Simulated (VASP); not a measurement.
# HRh6 in VASP: notebook

HRh6 is run at these levels: PBE; tasks: single point.

Everything below comes from runs of VASP 6.6.1. Logs are shortened: lines on timing, memory, paths and dates and some standing lists are left out, and cuts for length are marked.

## 1. The cell of the first run

The cell holds a slab with vacuum, 14 atoms: a = 5.417 Å, b = 5.417 Å, c = 22.297 Å, α = 90.00°, β = 90.00°, γ = 120.00°.

## 2. Single point, PBE

INCAR

```
  ALGO = Fast
  DIPOL = 0.5 0.5 0.303
  EDIFF = 1E-6
  ENCUT = 520
  GGA = PE
  IDIPOL = 3
  ISIF = 2
  ISMEAR = 0
  LASPH = True
  LCHARG = False
  LDIPOL = True
  LREAL = False
  LWAVE = False
  NBANDS = 104
  NELM = 60
  PREC = Accurate
  SIGMA = 0.1
```

KPOINTS

```
k-points
0
Gamma
  6 6 1
```

POSCAR

```
HRh6
1.0
    5.4165863251      0.0000000000      0.0000000000
   -2.7082931626      4.6909013593      0.0000000000
    0.0000000000      0.0000000000     22.2966119230
Rh H
12 2
Direct
    0.3333333333      0.1666666667      0.1793994538
    0.3333333333      0.6666666667      0.1793994538
    0.8333333333      0.1666666667      0.1793994538
    0.8333333333      0.6666666667      0.1793994538
    0.1666666667      0.3333333333      0.2757769167
    0.1666666667      0.8333333333      0.2757769167
    0.6666666667      0.3333333333      0.2757769167
    0.6666666667      0.8333333333      0.2757769167
    0.0000000000      0.0000000000      0.3721019118
    0.0000000000      0.5000000000      0.3721019118
    0.5000000000      0.0000000000      0.3721019118
    0.5000000000      0.5000000000      0.3721019118
    0.1870590048      0.3741180096      0.4640441319
    0.3129409952      0.6258819904      0.4640441319
```

Potentials or basis: VASP PAW PBE potentials, release 64 (Rh_pv, H).

Started as:

```bash
cat potpaw_PBE.64/Rh_pv/POTCAR potpaw_PBE.64/H/POTCAR > POTCAR
mpirun -np 1 vasp_std > vasp.out
```

OUTCAR:

```text
EDIFF = 1E-6
   ENCUT = 520
   GGA = PE
   ISIF = 2
   ISMEAR = 0
   LASPH = True
   LREAL = False
   NELM = 60
   PREC = Accurate

 ion  position               nearest neighbor table
   1  0.333  0.167  0.179-   5 2.66   7 2.66   6 2.66   4 2.71   4 2.71   3 2.71   3 2.71   2 2.71
                             2 2.71
   2  0.333  0.667  0.179-   6 2.66   8 2.66   5 2.66   3 2.71   3 2.71   4 2.71   4 2.71   1 2.71
                             1 2.71
   3  0.833  0.167  0.179-   7 2.66   5 2.66   8 2.66   2 2.71   2 2.71   1 2.71   1 2.71   4 2.71
                             4 2.71
   4  0.833  0.667  0.179-   8 2.66   6 2.66   7 2.66   1 2.71   1 2.71   2 2.71   2 2.71   3 2.71
                             3 2.71
   5  0.167  0.333  0.276-  12 2.66   9 2.66  10 2.66   1 2.66   3 2.66   2 2.66   8 2.71   8 2.71
                             7 2.71   7 2.71   6 2.71   6 2.71
   6  0.167  0.833  0.276-  11 2.66  10 2.66   9 2.66   2 2.66   4 2.66   1 2.66   7 2.71   7 2.71
                             8 2.71   8 2.71   5 2.71   5 2.71
   7  0.667  0.333  0.276-  10 2.66  11 2.66  12 2.66   3 2.66   1 2.66   4 2.66   6 2.71   6 2.71
                             5 2.71   5 2.71   8 2.71   8 2.71
   8  0.667  0.833  0.276-   9 2.66  12 2.66  11 2.66   4 2.66   2 2.66   3 2.66   5 2.71   5 2.71
                             6 2.71   6 2.71   7 2.71   7 2.71
   9  0.000  0.000  0.372-   8 2.66   5 2.66   6 2.66  12 2.71  12 2.71  11 2.71  11 2.71  10 2.71
                            10 2.71
  10  0.000  0.500  0.372-   7 2.66   6 2.66   5 2.66  11 2.71  11 2.71  12 2.71  12 2.71   9 2.71
                             9 2.71
  11  0.500  0.000  0.372-   6 2.66   7 2.66   8 2.66  10 2.71  10 2.71   9 2.71   9 2.71  12 2.71
                            12 2.71
  12  0.500  0.500  0.372-   5 2.66   8 2.66   7 2.66   9 2.71   9 2.71  10 2.71  10 2.71  11 2.71
                            11 2.71
  13  0.187  0.374  0.464-
  14  0.313  0.626  0.464-

  LATTYP: Found a hexagonal cell.
 ALAT       =     5.4165863251
 C/A-ratio  =     4.1163586408

  Lattice vectors:

 A1 = (   5.4165863251,   0.0000000000,   0.0000000000)
 A2 = (  -2.7082931626,   4.6909013593,   0.0000000000)
 A3 = (   0.0000000000,   0.0000000000,  22.2966119230)

Analysis of symmetry for initial positions (statically):
=====================================================================
 Subroutine PRICEL returns:
 Original cell was already a primitive cell.

 Routine SETGRP: Setting up the symmetry group for a
 hexagonal supercell.

 Subroutine GETGRP returns: Found  2 space group operations
 (whereof  2 operations were pure point group operations)
 out of a pool of 24 trial point group operations.

The static configuration has the point symmetry C_1h.

Analysis of symmetry for dynamics (positions and initial velocities):
=====================================================================
 Subroutine PRICEL returns:
 Original cell was already a primitive cell.

 Routine SETGRP: Setting up the symmetry group for a
 hexagonal supercell.

 Subroutine GETGRP returns: Found  2 space group operations
 (whereof  2 operations were pure point group operations)
 out of a pool of 24 trial point group operations.

The dynamic configuration has the point symmetry C_1h.

 Subroutine INISYM returns: Found  2 space group operations
 (whereof  2 operations are pure point group operations),
 and found     1 'primitive' translations

----------------------------------------------------------------------------------------

                                     Primitive cell

  volume of cell :     566.5273

  direct lattice vectors                    reciprocal lattice vectors
     5.416586325  0.000000000  0.000000000     0.184618123  0.106589323  0.000000000
    -2.708293163  4.690901359  0.000000000     0.000000000  0.213178646  0.000000000
     0.000000000  0.000000000 22.296611923     0.000000000  0.000000000  0.044849863

  length of vectors
     5.416586325  5.416586325 22.296611923     0.213178646  0.213178646  0.044849863

  position of ions in fractional coordinates (direct lattice)
     0.333333333  0.166666667  0.179399454
     0.333333333  0.666666667  0.179399454
[... 56 lines left out ...]
 Following reciprocal coordinates:
            Coordinates               Weight
  0.000000  0.000000  0.000000      1.000000
  0.166667 -0.000000  0.000000      4.000000
  0.000000  0.166667  0.000000      2.000000
  0.333333 -0.000000  0.000000      4.000000
  0.000000  0.333333  0.000000      2.000000
  0.500000  0.000000  0.000000      2.000000
  0.000000  0.500000  0.000000      1.000000
  0.166667  0.166667  0.000000      4.000000
 -0.333333  0.166667  0.000000      2.000000
  0.333333  0.166667  0.000000      4.000000
 -0.166667  0.500000  0.000000      4.000000
  0.500000  0.333333  0.000000      4.000000
  0.333333  0.333333  0.000000      2.000000
   k-points           NKPTS =     13   k-points in BZ     NKDIM =     13   number of bands    NBANDS=    104
   number of dos      NEDOS =    301   number of ions     NIONS =     14
   total plane-waves  NPLWV = 268800
   dimension x,y,z NGX =    40 NGY =   40 NGZ =  168
   dimension x,y,z NGXF=    80 NGYF=   80 NGZF=  336
   ions per type =              12   2
   NGX,Y,Z   is equivalent  to a cutoff of  12.28, 12.28, 12.53 a.u.
   NGXF,Y,Z  is equivalent  to a cutoff of  24.55, 24.55, 25.05 a.u.
 SYSTEM =  unknown system
   PREC   = accura    normal or accurate (medium, high low for compatibility)
   ISTART =      0    job   : 0-new  1-cont  2-samecut
   ICHARG =      2    charge: 1-file 2-atom 10-const
   ISPIN  =      1    spin polarized calculation?
   LNONCOLLINEAR =      F non collinear calculations
   LSORBIT =      F    spin-orbit coupling
   LASPH  =      T    aspherical Exc in radial PAW
   ENCUT  =  520.0 eV  38.22 Ry    6.18 a.u.  10.07 10.07 41.46*2*pi/ulx,y,z
   NELM   =     60;   NELMIN=  2; NELMDL= -5     # of ELM steps
   EDIFF  = 0.1E-05   stopping-criterion for ELM
   LREAL  =      F    real-space projection
   EDIFFG = 0.1E-04   stopping-criterion for IOM
   NSW    =      0    number of steps for IOM
   IBRION =     -1    ionic relax: 0-MD 1-quasi-New 2-CG
   NFREE  =      0    steps in history (QN), initial steepest desc. (CG)
   ISIF   =      2    stress and relaxation
   ISYM   =      2    0-nonsym 1-usesym 2-fastsym
   POTIM  = 0.5000    time-step for ionic-motion
   TEBEG  =    0.0;   TEEND  =   0.0 temperature during run
   PSTRESS=    0.0 pullay stress
   NELECT =     182.0000    total number of electrons
   NUPDOWN=      -1.0000    fix difference up-down
   EMIN   =  10.00;   EMAX   =-10.00  energy-range for DOS
   EFERMI =   0.00;   METHOD = LEGACY
   ISMEAR =     0;   SIGMA  =   0.10  broadening in eV -4-tet -1-fermi 0-gaus
   EFERMI_NEDOS =   21; number of points for ismear=-14 and -15
   IALGO  =     68    algorithm
   IMIX   =      4    mixing-type and parameters
     AMIX     =   0.40;   BMIX     =  1.00
     AMIX_MAG =   1.60;   BMIX_MAG =  1.00
  volume/ion in A,a.u.               =      40.47       273.08
  Fermi-wavevector in a.u.,A,eV,Ry     =   1.121222  2.118803 17.104417  1.257139
  Thomas-Fermi vector in A             =   2.257874
   LORBIT       =      0    0 simple, 1 ext, 2 COOP (PROOUT), +10 PAW based schemes
   GGA     = PE    functional components
   LHFCALC =     F    Hartree Fock is set to
   AEXX    =    0.0000 exact exchange contribution
   IVDW    =     0    specifies the selected vdW correction
   LEPSILON=     F    determine dielectric tensor
   LRPA    =     F    only Hartree local field effects (RPA)
 non-spin polarized calculation
 RMM-DIIS sequential band-by-band and
 Gauss-broadening in eV      SIGMA  =   0.10
  energy-cutoff  :      520.00
  volume of cell :      566.53
 maximum number of plane-waves:     15300
   NGX = 21   NGY = 21   NGZ = 83

 dipolmoment           0.000000      0.000000      0.007332 electrons x Angstroem

 number of electron     182.0000011 magnetization

 dipolmoment           0.000000      0.000000     -0.047898 electrons x Angstroem

 Free energy of the ion-electron system (eV)
  ---------------------------------------------------
  ext. energy  EPLUGINS =         0.00000000
  ---------------------------------------------------
  free energy    TOTEN  =       -86.35964589 eV

  energy without entropy =      -86.25559135  energy(sigma->0) =      -86.30761862

 E-fermi :   0.1138     XC(G=0):  -5.1202

 val. band max:        0.1076293033   @ k =   0.0000   0.1667   0.0000
 cond. band min:       0.1155454007   @ k =  -0.1667   0.5000   0.0000
 fundamental gap:      0.0079160973
 Fermi energy:         0.1138209127

 k-point     1 :       0.0000    0.0000    0.0000
  band No.  band energies     occupation
      1     -47.0033      2.00000
      2     -46.9984      2.00000
      3     -46.9749      2.00000
      4     -46.9251      2.00000
      5     -46.8366      2.00000
      6     -46.8004      2.00000
[... 1367 lines left out ...]
    102       0.7578      0.00000
    103       1.2116      0.00000
 [bands above 103 left out]

------------------------ aborting loop because EDIFF is reached ----------------------------------------

 vacuum level on the upper side and lower side of the slab       (xc-potential included)        -0.239         0.149

  FORCE on cell =-STRESS in cart. coord.  units (eV):
  Direction    XX          YY          ZZ          XY          YZ          ZX
  --------------------------------------------------------------------------------------
  -------------------------------------------------------------------------------------
  Total       -6.2430942     -9.1842800     -1.8291206      0.0000000     -0.2197431      0.0000000
  in kB      -17.6558904    -25.9737617     -5.1728761      0.0000000     -0.6214482      0.0000000
  external PRESSURE =     -16.2675094 kB  Pullay stress =       0.0000000 kB

 VOLUME and BASIS-vectors are now :
 -----------------------------------------------------------------------------
  energy-cutoff  :      520.00
  volume of cell :      566.53
      direct lattice vectors                 reciprocal lattice vectors
     5.416586325  0.000000000  0.000000000     0.184618123  0.106589323  0.000000000
    -2.708293163  4.690901359  0.000000000     0.000000000  0.213178646  0.000000000
     0.000000000  0.000000000 22.296611923     0.000000000  0.000000000  0.044849863

 POSITION                                       TOTAL-FORCE (eV/Angst)
 -----------------------------------------------------------------------------------
      1.35415      0.78182      4.00000         0.060536      0.039663     -0.027942
     -0.00000      3.12727      4.00000         0.000000     -0.027796     -0.050713
      4.06244      0.78182      4.00000        -0.060536      0.039663     -0.027942
      2.70829      3.12727      4.00000         0.000000     -0.026614     -0.005659
      0.00000      1.56363      6.14889         0.000000     -0.091540     -0.179607
     -1.35415      3.90908      6.14889        -0.054371      0.024369     -0.024270
      2.70829      1.56363      6.14889        -0.000000      0.064949      0.301533
      1.35415      3.90908      6.14889         0.054371      0.024369     -0.024270
      0.00000      0.00000      8.29661         0.000000     -0.045939      0.034779
     -1.35415      2.34545      8.29661         0.113023      0.014523      0.456805
      2.70829      0.00000      8.29661        -0.000000      0.001636      0.088741
      1.35415      2.34545      8.29661        -0.113023      0.014523      0.456805
     -0.00000      1.75495     10.34661        -0.000000      2.880981     -0.486679
     -0.00000      2.93595     10.34661         0.000000     -2.912788     -0.511580
 -----------------------------------------------------------------------------------
    total drift:                                0.000000      0.000021      0.001634

  FREE ENERGIE OF THE ION-ELECTRON SYSTEM (eV)
  ---------------------------------------------------
  free  energy   TOTEN  =       -86.3596458945 eV

  energy  without entropy=      -86.2555913451  energy(sigma->0) =      -86.30761862

 vacuum level on the upper side and lower side of the slab         4.802         5.150
```

Run time: 60 min. Hardware: 1 thread of Oxide Virtual Turin-like, shared host; peak memory 0.86 GiB.

Results:

| Item | Value |
| --- | --- |
| Free energy | -86.3596 eV |
| Largest force | 2.957 eV/Å |
| Band gap on the k mesh | zero (bands 91 and 92 overlap by 0.76 eV) |

Forces in eV/Å, atoms in the order of the input:
```
Rh   0.061  0.040 -0.028
Rh   0.000 -0.028 -0.051
Rh  -0.061  0.040 -0.028
Rh   0.000 -0.027 -0.006
Rh   0.000 -0.092 -0.180
Rh  -0.054  0.024 -0.024
Rh   0.000  0.065  0.302
Rh   0.054  0.024 -0.024
Rh   0.000 -0.046  0.035
Rh   0.113  0.015  0.457
Rh   0.000  0.002  0.089
Rh  -0.113  0.015  0.457
H    0.000  2.881 -0.487
H    0.000 -2.913 -0.512
```

[end of part 1 of 2]
